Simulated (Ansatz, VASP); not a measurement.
## BaS in VASP and in Ansatz

```
Ba S
1.0
     0.00000    3.27573    3.27573
     3.27573    0.00000    3.27573
     3.27573    3.27573    0.00000
Ba S
1 1
Cartesian
  0.0000 0.0000 0.0000
  3.2757 3.2757 3.2757
```

Alike in both runs: task single point; functional r2SCAN; k mesh 6 × 6 × 6; occupations gaussian, width 0.02 eV; no spin polarisation.

|  | VASP | Ansatz |
| --- | --- | --- |
| version | VASP 6.6.1 | Ansatz 0.2.0 |
| potentials or method | VASP PAW PBE potentials, release 64 (Ba_sv, S), cutoff 520 eV | scalar-relativistic, plane waves, PAW |
| valence electrons in the cell | 16 | 16 |

|  | VASP | Ansatz | Ansatz less VASP |
| --- | --- | --- | --- |
| gap on the k mesh at the Fermi level (eV) | 2.57 | 2.65 | +0.075 |
| least direct gap on the mesh (eV) | 2.75 | 2.80 | +0.050 |
| pressure (GPa) | -1.8 | -2.3 | -0.44 |

VASP's potentials were made for PBE, not for r2SCAN.

Neither program's run includes spin-orbit coupling.
